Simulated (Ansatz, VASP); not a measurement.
**MnSb in VASP and in Ansatz**

File INCAR:

```
PREC = Accurate ; ENCUT = 520
EDIFF = 1E-6 ; ISMEAR = -1
SIGMA = 0.05 ; LREAL = False
LASPH = True ; NELM = 150
ALGO = Normal ; ISIF = 2
LWAVE = False ; LCHARG = False
ISPIN = 2 ; MAGMOM = 0 0 4 4
LORBIT = 11 ; LMAXMIX = 4
GGA = PS ; NBANDS = 30
```

Contents of KPOINTS:

```
Automatic mesh
0
Gamma
  7 7 5
```

File POSCAR:

```
MnSb
1.0
    4.2046115259      0.0000000000      0.0000000000
   -2.1023057629      3.6413003944      0.0000000000
    0.0000000000      0.0000000000      5.8560613541
Sb Mn
2 2
Direct
    0.6666666667      0.3333333333      0.7500000000
    0.3333333333      0.6666666667      0.2500000000
    0.0000000000      0.0000000000      0.5000000000
    0.0000000000      0.0000000000      0.0000000000
```

input.yaml

```yaml
crystal:
  lattice:
    - [4.2046115259, 0.0, 0.0]
    - [-2.1023057629, 3.6413003944, 0.0]
    - [0.0, 0.0, 5.8560613541]
  atoms:
    - { symbol: Sb, position: [0.6666666667, 0.3333333333, 0.75] }
    - { symbol: Sb, position: [0.3333333333, 0.6666666667, 0.25] }
    - { symbol: Mn, position: [0.0, 0.0, 0.5], spin: 4.0 }
    - { symbol: Mn, position: [0.0, 0.0, 0.0], spin: 4.0 }
hamiltonian:
  xc: pbesol
  pseudopotentials: { kind: paw }
magnetization:
  spin_polarized: true
kpoints:
  mp_grid: { grid: [7, 7, 5] }
scf:
  occupations: { method: fermi_dirac, width: 0.05 }
output:
  forces: true
  stress: true
  eigenvalues: true
```

Alike in both runs: task single point; functional PBEsol; k mesh 7 × 7 × 5; occupations fermi-dirac, width 0.05 eV; collinear spin.

```csv
,VASP,Ansatz
version,VASP 6.6.1,Ansatz 0.2.0
potentials or method,"VASP PAW PBE potentials, release 64 (Sb, Mn_pv)",Ansatz PAW
plane-wave cutoff (eV),520,420
valence electrons in the cell,36,60
```

|  | VASP | Ansatz | Ansatz less VASP |
| --- | --- | --- | --- |
| gap on the k mesh at the Fermi level (eV) | none | none | - |
| pressure (GPa) | -8.3 | -8.4 | -0.07 |
| traceless stress, the component that is largest in VASP (GPa) | -0.50 | -0.49 | +0.011 |
| net moment per atom (μB) | 1.74 | 1.74 | +0.002 |
| size of the moment on the site where the two differ most (μB) | 3.50 | 3.55 | +0.049 |

VASP's potentials were made for PBE, not for PBEsol. Site moments also hang on the region over which each program counts them. A gap of «none» marks a metal or a gap that the smearing closes. VASP's potentials hold 36 valence electrons a cell and Ansatz's 60, so a difference there can come from the potentials and not from the codes.

Spin-orbit coupling is off throughout.
